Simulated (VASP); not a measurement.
The system is ZnCd2SeS2.

```
Zn Cd Se S
1.0
     5.93500   -3.42500    0.00000
     5.93500    3.42500    0.00000
     0.00000    0.00000    6.46000
Zn Cd Se S
2 4 2 4
Cartesian
  5.9350 -2.2742 6.4406
  5.9350 2.2742 3.2106
  3.9408 1.1302 0.0000
  3.9408 -1.1302 3.2300
  7.9292 1.1302 0.0000
  7.9292 -1.1302 3.2300
  5.9350 2.3427 5.6331
  5.9350 -2.3427 2.4031
  4.0121 -1.1782 5.6977
  7.8579 -1.1782 5.6977
  4.0121 1.1782 2.4677
  7.8579 1.1782 2.4677
```

| Property | Result |
| --- | --- |
| Program | VASP 6.6.1 |
| Task | relaxation of cell and atoms |
| Functional | PBE |
| Potentials or basis | VASP PAW PBE potentials, release 64 (Zn, Cd, Se, S) |
| Cutoff | 600 eV |
| k mesh | 2 × 2 × 2 |
| Occupations | gaussian, width 0.15 eV |
| Spin | no spin polarisation |

At the start: pressure 11.0 GPa; volume 21.89 Å³/atom.

How do energy, volume and symmetry change on relaxing?

Over 7 steps the energy falls by 116.6 meV/atom and the volume is 25.16 Å³/atom (+15.0 %); space group Cmc2_1 (No. 36, to 0.1 Å) before and after.

Step by step:
| step | energy change (eV) | largest force (eV/Å) | pressure (GPa) | volume (Å³) |
| --- | --- | --- | --- | --- |
| 1 | 0.0000 | 1.1793 | 10.98 | 262.63 |
| 2 | -1.1444 | 0.1572 | -3.20 | 323.84 |
| 3 | -1.3503 | 0.3445 | -0.21 | 303.77 |
| 4 | -1.3501 | 0.3340 | -0.37 | 304.64 |
| 5 | -1.3801 | 0.2296 | -0.24 | 303.66 |
| 6 | -1.3962 | 0.0896 | -0.03 | 302.30 |
| 7 | -1.3988 | 0.0586 | 0.02 | 301.96 |

Final structure:
```
Zn Cd Se S
1.0
     6.20482   -3.60083    0.00000
     6.20482    3.60083    0.00000
     0.00000    0.00000    6.75743
Zn Cd Se S
2 4 2 4
Direct
  0.82716 0.17284 0.99454
  0.17284 0.82716 0.49454
  0.16775 0.49320 0.00353
  0.49320 0.16775 0.50353
  0.50680 0.83225 0.00353
  0.83225 0.50680 0.50353
  0.15086 0.84914 0.86145
  0.84914 0.15086 0.36145
  0.51761 0.16657 0.88498
  0.83343 0.48239 0.88498
  0.16657 0.51761 0.38498
  0.48239 0.83343 0.38498
```

Caveat: the k points lie up to 0.50 Å⁻¹ apart in the final cell; the relaxation stopped at a loose force limit of 0.08 eV/Å, so its end isn't a converged minimum.
